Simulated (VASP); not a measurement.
# Te2Mo in VASP: a series of runs

The runs below take Te2Mo through single point, with PBE+D3(BJ).

Program: VASP 6.6.1. These are calculated values, not measurements. Logs are shortened: lines on timing, memory, paths and dates and some standing lists are left out, and cuts for length are marked.

### 1 The cell of the first run

The cell holds a slab with vacuum, 6 atoms: a = 3.504 Å, b = 3.504 Å, c = 24.768 Å, α = 90.00°, β = 90.00°, γ = 120.00°.

### 2 Single point, PBE+D3(BJ)

File INCAR:

```
SYSTEM = Te2Mo
PREC = Accurate
ENCUT = 520
EDIFF = 1E-6
ISMEAR = 0
SIGMA = 0.05
LREAL = .False.
LASPH = .True.
NELM = 60
ALGO = Normal
ISIF = 2
LWAVE = .False.
LCHARG = .True.
LDIPOL = .True.
IDIPOL = 3
DIPOL = 0.5 0.5 0.410
GGA = PE
IVDW = 12
LELF = .True.
LVHAR = .True.
LVACPOTAV = .True.
NBANDS = 35
```

File KPOINTS:

```
regular mesh
0
Gamma
  9 9 1
  0 0 0
```

File POSCAR:

```
Te2Mo
1.0
    3.5038817216      0.0000000000      0.0000000000
   -1.7519408608      3.0344505828      0.0000000000
    0.0000000000      0.0000000000     24.7677194079
Te Mo
4 2
Direct
    0.3333333333      0.6666666667      0.1816881048
    0.3333333333      0.6666666667      0.3284056788
    0.3333333333      0.6666666667      0.4911174704
    0.3333333333      0.6666666667      0.6378350444
    0.6666666667      0.3333333333      0.2550468918
    0.0000000000      1.0000000000      0.5644762574
```

Potentials or basis: VASP PAW PBE potentials, release 64 (Te, Mo_sv).

Launch:

```bash
$ cat potpaw_PBE.64/Te/POTCAR potpaw_PBE.64/Mo_sv/POTCAR > POTCAR
$ mpirun -np 1 vasp_std > vasp.out
```

OUTCAR:

```text
SYSTEM = Te2Mo
   PREC = Accurate
   ENCUT = 520
   EDIFF = 1E-6
   ISMEAR = 0
   LREAL = .False.
   LASPH = .True.
   NELM = 60
   ISIF = 2
   GGA = PE
   IVDW = 12
 IVDW          = 12

 ion  position               nearest neighbor table
   1  0.333  0.667  0.182-   5 2.72   5 2.72   5 2.72   2 3.63
   2  0.333  0.667  0.328-   5 2.72   5 2.72   5 2.72   1 3.63
   3  0.333  0.667  0.491-   6 2.72   6 2.72   6 2.72   4 3.63
   4  0.333  0.667  0.638-   6 2.72   6 2.72   6 2.72   3 3.63
   5  0.667  0.333  0.255-   1 2.72   2 2.72   1 2.72   2 2.72   1 2.72   2 2.72
   6  0.000  0.000  0.564-   4 2.72   3 2.72   4 2.72   3 2.72   4 2.72   3 2.72

  LATTYP: Found a hexagonal cell.
 ALAT       =     3.5038817216
 C/A-ratio  =     7.0686516771

  Lattice vectors:

 A1 = (   3.5038817216,   0.0000000000,   0.0000000000)
 A2 = (  -1.7519408608,   3.0344505828,   0.0000000000)
 A3 = (   0.0000000000,   0.0000000000,  24.7677194079)

Analysis of symmetry for initial positions (statically):
=====================================================================
 Subroutine PRICEL returns:
 Original cell was already a primitive cell.

 Routine SETGRP: Setting up the symmetry group for a
 hexagonal supercell.

 Subroutine GETGRP returns: Found 12 space group operations
 (whereof  6 operations were pure point group operations)
 out of a pool of 24 trial point group operations.

The static configuration has the point symmetry C_3v.
 The point group associated with its full space group is D_3d.

Analysis of symmetry for dynamics (positions and initial velocities):
=====================================================================
 Subroutine PRICEL returns:
 Original cell was already a primitive cell.

 Routine SETGRP: Setting up the symmetry group for a
 hexagonal supercell.

 Subroutine GETGRP returns: Found 12 space group operations
 (whereof  6 operations were pure point group operations)
 out of a pool of 24 trial point group operations.

The dynamic configuration has the point symmetry C_3v.
 The point group associated with its full space group is D_3d.

 Subroutine INISYM returns: Found 12 space group operations
 (whereof  6 operations are pure point group operations),
 and found     1 'primitive' translations

----------------------------------------------------------------------------------------

                                     Primitive cell

  volume of cell :     263.3392

  direct lattice vectors                    reciprocal lattice vectors
     3.503881722  0.000000000  0.000000000     0.285397762  0.164774474  0.000000000
    -1.751940861  3.034450583  0.000000000     0.000000000  0.329548949  0.000000000
     0.000000000  0.000000000 24.767719408     0.000000000  0.000000000  0.040375134

  length of vectors
     3.503881722  3.503881722 24.767719408     0.329548949  0.329548949  0.040375134

  position of ions in fractional coordinates (direct lattice)
     0.333333333  0.666666667  0.181688105
     0.333333333  0.666666667  0.328405679
     0.333333333  0.666666667  0.491117470
     0.333333333  0.666666667  0.637835044
     0.666666667  0.333333333  0.255046892
     0.000000000  0.000000000  0.564476257

  ion indices of the primitive-cell ions
   primitive index   ion index
                 1           1
                 2           2
                 3           3
                 4           4
                 5           5
                 6           6

----------------------------------------------------------------------------------------

 KPOINTS: regular mesh

Automatic generation of k-mesh.
 Grid dimensions read from file:
 generate k-points for:    9    9    1

 Generating k-lattice:

  Cartesian coordinates                     Fractional coordinates (reciprocal lattice)
     0.031710862  0.018308275  0.000000000     0.111111111  0.000000000  0.000000000
     0.000000000  0.036616550  0.000000000     0.000000000  0.111111111  0.000000000
     0.000000000  0.000000000  0.040375134     0.000000000  0.000000000  1.000000000

  Length of vectors
     0.036616550  0.036616550  0.040375134

  Shift w.r.t. Gamma in fractional coordinates (k-lattice)
     0.000000000  0.000000000  0.000000000

 Subroutine IBZKPT returns following result:
 ===========================================

 Found     12 irreducible k-points:

 Following reciprocal coordinates:
            Coordinates               Weight
  0.000000  0.000000  0.000000      1.000000
  0.111111  0.000000  0.000000      6.000000
  0.222222  0.000000  0.000000      6.000000
  0.333333  0.000000  0.000000      6.000000
  0.444444  0.000000  0.000000      6.000000
  0.111111  0.111111  0.000000      6.000000
  0.222222  0.111111  0.000000     12.000000
  0.333333  0.111111  0.000000     12.000000
  0.444444  0.111111  0.000000      6.000000
  0.222222  0.222222  0.000000      6.000000
  0.333333  0.222222  0.000000     12.000000
  0.333333  0.333333  0.000000      2.000000
   k-points           NKPTS =     12   k-points in BZ     NKDIM =     12   number of bands    NBANDS=     35
   number of dos      NEDOS =    301   number of ions     NIONS =      6
   total plane-waves  NPLWV = 150528
   dimension x,y,z NGX =    28 NGY =   28 NGZ =  192
   dimension x,y,z NGXF=    56 NGYF=   56 NGZF=  384
   ions per type =               4   2
   NGX,Y,Z   is equivalent  to a cutoff of  13.28, 13.28, 12.89 a.u.
   NGXF,Y,Z  is equivalent  to a cutoff of  26.57, 26.57, 25.77 a.u.
 SYSTEM =  Te2Mo
   PREC   = accura    normal or accurate (medium, high low for compatibility)
   ISTART =      0    job   : 0-new  1-cont  2-samecut
   ICHARG =      2    charge: 1-file 2-atom 10-const
   ISPIN  =      1    spin polarized calculation?
   LNONCOLLINEAR =      F non collinear calculations
   LSORBIT =      F    spin-orbit coupling
   LASPH  =      T    aspherical Exc in radial PAW
   ENCUT  =  520.0 eV  38.22 Ry    6.18 a.u.   6.51  6.51 46.05*2*pi/ulx,y,z
   NELM   =     60;   NELMIN=  2; NELMDL= -5     # of ELM steps
   EDIFF  = 0.1E-05   stopping-criterion for ELM
   LREAL  =      F    real-space projection
   EDIFFG = 0.1E-04   stopping-criterion for IOM
   NSW    =      0    number of steps for IOM
   IBRION =     -1    ionic relax: 0-MD 1-quasi-New 2-CG
   NFREE  =      0    steps in history (QN), initial steepest desc. (CG)
   ISIF   =      2    stress and relaxation
   ISYM   =      2    0-nonsym 1-usesym 2-fastsym
   POTIM  = 0.5000    time-step for ionic-motion
   TEBEG  =    0.0;   TEEND  =   0.0 temperature during run
   PSTRESS=    0.0 pullay stress
   NELECT =      52.0000    total number of electrons
   NUPDOWN=      -1.0000    fix difference up-down
   EMIN   =  10.00;   EMAX   =-10.00  energy-range for DOS
   EFERMI =   0.00;   METHOD = LEGACY
   ISMEAR =     0;   SIGMA  =   0.05  broadening in eV -4-tet -1-fermi 0-gaus
   EFERMI_NEDOS =   21; number of points for ismear=-14 and -15
   IALGO  =     38    algorithm
   IMIX   =      4    mixing-type and parameters
     AMIX     =   0.40;   BMIX     =  1.00
     AMIX_MAG =   1.60;   BMIX_MAG =  1.00
  volume/ion in A,a.u.               =      43.89       296.18
  Fermi-wavevector in a.u.,A,eV,Ry     =   0.953317  1.801508 12.365161  0.908814
  Thomas-Fermi vector in A             =   2.081961
   LORBIT       =      0    0 simple, 1 ext, 2 COOP (PROOUT), +10 PAW based schemes
   GGA     = PE    functional components
   LHFCALC =     F    Hartree Fock is set to
   AEXX    =    0.0000 exact exchange contribution
   IVDW    =    12    specifies the selected vdW correction
   LEPSILON=     F    determine dielectric tensor
   LRPA    =     F    only Hartree local field effects (RPA)
 non-spin polarized calculation
 Gauss-broadening in eV      SIGMA  =   0.05
  energy-cutoff  :      520.00
  volume of cell :      263.34
 maximum number of plane-waves:      7173
 NGX is ok and might be reduce to    28
   NGX = 13   NGY = 13   NGZ = 93

 dipolmoment           0.000000      0.000000      0.000137 electrons x Angstroem

 number of electron      51.9999997 magnetization

 dipolmoment           0.000000      0.000000     -0.000001 electrons x Angstroem

 Free energy of the ion-electron system (eV)
  ---------------------------------------------------
  ext. energy  EPLUGINS =         0.00000000
  ---------------------------------------------------
  free energy    TOTEN  =       -35.98209557 eV

  energy without entropy =      -35.98209557  energy(sigma->0) =      -35.98209557

 E-fermi :   2.7486     XC(G=0):  -6.4597

 val. band max:        2.4701458260   @ k =   0.3333   0.3333   0.0000
 cond. band min:       3.6457571025   @ k =   0.2222   0.2222   0.0000
 fundamental gap:      1.1756112765
 Fermi energy:         2.7486063105

 k-point     1 :       0.0000    0.0000    0.0000
  band No.  band energies     occupation
      1     -58.1799      2.00000
      2     -58.1799      2.00000
      3     -32.3577      2.00000
      4     -32.3577      2.00000
      5     -32.2123      2.00000
      6     -32.2123      2.00000
[... 27 lines left out ...]
     34       5.9861      0.00000
     35       6.6435      0.00000

 k-point     2 :       0.1111    0.0000    0.0000
  band No.  band energies     occupation
      1     -58.1787      2.00000
      2     -58.1787      2.00000
      3     -32.3542      2.00000
      4     -32.3542      2.00000
      5     -32.2282      2.00000
      6     -32.2282      2.00000
[... 27 lines left out ...]
     34       5.8380      0.00000
     35       6.8849      0.00000

 k-point     3 :       0.2222    0.0000    0.0000
  band No.  band energies     occupation
      1     -58.1756      2.00000
      2     -58.1756      2.00000
      3     -32.3453      2.00000
      4     -32.3453      2.00000
      5     -32.2683      2.00000
      6     -32.2683      2.00000
[... 27 lines left out ...]
     34       6.0651      0.00000
     35       7.4259      0.00000

 k-point     4 :       0.3333    0.0000    0.0000
  band No.  band energies     occupation
      1     -58.1722      2.00000
      2     -58.1721      2.00000
      3     -32.3353      2.00000
      4     -32.3353      2.00000
      5     -32.3135      2.00000
      6     -32.3135      2.00000
[... 27 lines left out ...]
     34       6.2030      0.00000
     35       7.9466      0.00000

 k-point     5 :       0.4444    0.0000    0.0000
  band No.  band energies     occupation
      1     -58.1699      2.00000
      2     -58.1699      2.00000
      3     -32.3428      2.00000
      4     -32.3428      2.00000
      5     -32.3287      2.00000
      6     -32.3287      2.00000
[... 27 lines left out ...]
     34       6.2475      0.00000
     35       6.4836      0.00000

 k-point     6 :       0.1111    0.1111    0.0000
  band No.  band energies     occupation
      1     -58.1765      2.00000
      2     -58.1765      2.00000
      3     -32.3480      2.00000
      4     -32.3480      2.00000
      5     -32.2548      2.00000
      6     -32.2548      2.00000
[... 27 lines left out ...]
     34       5.9609      0.00000
     35       7.2756      0.00000

 k-point     7 :       0.2222    0.1111    0.0000
  band No.  band energies     occupation
      1     -58.1733      2.00000
      2     -58.1733      2.00000
      3     -32.3386      2.00000
      4     -32.3386      2.00000
      5     -32.2942      2.00000
      6     -32.2942      2.00000
[... 27 lines left out ...]
     34       6.0013      0.00000
     35       7.9681      0.00000

 k-point     8 :       0.3333    0.1111    0.0000
  band No.  band energies     occupation
      1     -58.1704      2.00000
      2     -58.1704      2.00000
      3     -32.3303      2.00000
      4     -32.3303      2.00000
      5     -32.3284      2.00000
      6     -32.3284      2.00000
[... 27 lines left out ...]
     34       6.0590      0.00000
     35       7.2998      0.00000

 k-point     9 :       0.4444    0.1111    0.0000
  band No.  band energies     occupation
      1     -58.1693      2.00000
      2     -58.1693      2.00000
      3     -32.3418      2.00000
      4     -32.3418      2.00000
      5     -32.3270      2.00000
      6     -32.3270      2.00000
[... 27 lines left out ...]
     34       6.0691      0.00000
     35       6.4211      0.00000

 k-point    10 :       0.2222    0.2222    0.0000
  band No.  band energies     occupation
      1     -58.1706      2.00000
      2     -58.1706      2.00000
      3     -32.3309      2.00000
      4     -32.3309      2.00000
      5     -32.3162      2.00000
      6     -32.3162      2.00000
[... 27 lines left out ...]
     34       6.1897      0.00000
     35       8.1248      0.00000

 k-point    11 :       0.3333    0.2222    0.0000
  band No.  band energies     occupation
      1     -58.1689      2.00000
      2     -58.1689      2.00000
      3     -32.3269      2.00000
      4     -32.3269      2.00000
      5     -32.3259      2.00000
      6     -32.3259      2.00000
[... 27 lines left out ...]
     34       6.5345      0.00000
     35       6.9865      0.00000

 k-point    12 :       0.3333    0.3333    0.0000
  band No.  band energies     occupation
      1     -58.1683      2.00000
      2     -58.1683      2.00000
      3     -32.3241      2.00000
      4     -32.3241      2.00000
      5     -32.3142      2.00000
      6     -32.3142      2.00000
[... 27 lines left out ...]
     34       6.8600      0.00000
     35       7.2686      0.00000

------------------------ aborting loop because EDIFF is reached ----------------------------------------

 Edisp (eV)   -2.68303

 E8    (eV) :    -1.2696

  FORCE on cell =-STRESS in cart. coord.  units (eV):
  Direction    XX          YY          ZZ          XY          YZ          ZX
  --------------------------------------------------------------------------------------
  -------------------------------------------------------------------------------------
  Total      -0.20853    -0.20853    -0.13315     0.00000     0.00000    -0.00000
  in kB      -1.26872    -1.26872    -0.81012     0.00000     0.00000    -0.00000
  external pressure =       -1.12 kB  Pullay stress =        0.00 kB

 VOLUME and BASIS-vectors are now :
 -----------------------------------------------------------------------------
  energy-cutoff  :      520.00
  volume of cell :      263.34
      direct lattice vectors                 reciprocal lattice vectors
     3.503881722  0.000000000  0.000000000     0.285397762  0.164774474  0.000000000
    -1.751940861  3.034450583  0.000000000     0.000000000  0.329548949  0.000000000
     0.000000000  0.000000000 24.767719408     0.000000000  0.000000000  0.040375134

 POSITION                                       TOTAL-FORCE (eV/Angst)
 -----------------------------------------------------------------------------------
     -0.00000      2.02297      4.50000         0.000000     -0.000000     -0.001770
     -0.00000      2.02297      8.13386        -0.000000     -0.000000      0.032516
     -0.00000      2.02297     12.16386         0.000000     -0.000000     -0.032516
     -0.00000      2.02297     15.79772         0.000000     -0.000000      0.001770
      1.75194      1.01148      6.31693        -0.000000      0.000000     -0.004859
      0.00000      0.00000     13.98079         0.000000     -0.000000      0.004859
 -----------------------------------------------------------------------------------
    total drift:                               -0.000000      0.000000     -0.000062

  FREE ENERGIE OF THE ION-ELECTRON SYSTEM (eV)
  ---------------------------------------------------
  free  energy   TOTEN  =       -38.6651274936 eV

  energy  without entropy=      -38.6651274936  energy(sigma->0) =      -38.66512749

 vacuum level on the upper side and lower side of the slab         7.313         7.313
```

Wall time 6.1 min (1 thread of Intel Xeon 8259CL, shared host); peak memory 0.44 GiB.

What came out:

```
Free energy                : -38.6651 eV
Largest force              : 0.033 eV/Å
Band gap on the k mesh     : 1.18 eV (least direct gap 1.19 eV)
Dispersion energy per atom : -0.447 eV
```

Forces on the atoms (eV/Å):
```
Te   0.000  0.000 -0.002
Te   0.000  0.000  0.033
Te   0.000  0.000 -0.033
Te   0.000  0.000  0.002
Mo   0.000  0.000 -0.005
Mo   0.000  0.000  0.005
```

Caveat: spin-orbit coupling is left out, which moves the levels of the heavy elements.

### 3 Single point, PBE+D3(BJ) (layers slid over each other)

File INCAR:

```
SYSTEM = Te2Mo
  ALGO = Normal
  DIPOL = 0.5 0.5 0.410
  EDIFF = 1E-6
  ENCUT = 520
  GGA = PE
  IDIPOL = 3
  ISIF = 2
  ISMEAR = 0
  IVDW = 12
  LASPH = .True.
  LCHARG = .False.
  LDIPOL = .True.
  LREAL = .False.
  LWAVE = .False.
  NBANDS = 35
  NELM = 60
  PREC = Accurate
  SIGMA = 0.05
```

File KPOINTS:

```
k-points
0
Gamma
  9 9 1
  0 0 0
```

File POSCAR:

```
Te2Mo
1.0
    3.5038817216      0.0000000000      0.0000000000
   -1.7519408608      3.0344505828      0.0000000000
    0.0000000000      0.0000000000     24.7677194079
Te Mo
4 2
Direct
    0.3333333333      0.6666666667      0.1816881048
    0.3333333333      0.6666666667      0.3284056788
    0.6666666667      1.3333333333      0.4911174704
    0.6666666667      1.3333333333      0.6378350444
    0.6666666667      0.3333333333      0.2550468918
    0.3333333333      1.6666666667      0.5644762574
```

Potentials or basis: VASP PAW PBE potentials, release 64 (Te, Mo_sv).

Launch:

```bash
$ cat potpaw_PBE.64/Te/POTCAR potpaw_PBE.64/Mo_sv/POTCAR > POTCAR
$ mpirun -np 1 vasp_std > vasp.out
```

It took 6.9 min on 1 thread of Intel Xeon 8259CL, shared host; peak memory 0.44 GiB.

It converged, with:

```
Free energy                : -38.7142 eV
Largest force              : 0.147 eV/Å
Band gap on the k mesh     : 1.16 eV (least direct gap 1.17 eV)
Dispersion energy per atom : -0.448 eV
```

Forces in eV/Å, atoms in the order of the input:
```
Te   0.000  0.000 -0.003
Te   0.000  0.000  0.147
Te   0.000  0.000 -0.147
Te   0.000  0.000  0.003
Mo   0.000  0.000  0.021
Mo   0.000  0.000 -0.021
```

Levels at points of the mesh, in eV from the valence-band top:
```csv
k point,band 23,band 24,band 25,band 26,band 27,band 28,band 29,band 30
"(0.00, 0.00, 0.00)",-0.84,-0.84,-0.71,-0.34,3.17,3.17,3.19,3.19
```

Caveat: the cell differs from its parent crystal (layers slid over each other); spin-orbit coupling is left out, which moves the levels of the heavy elements.

(Part 1 of 2 ends here.)
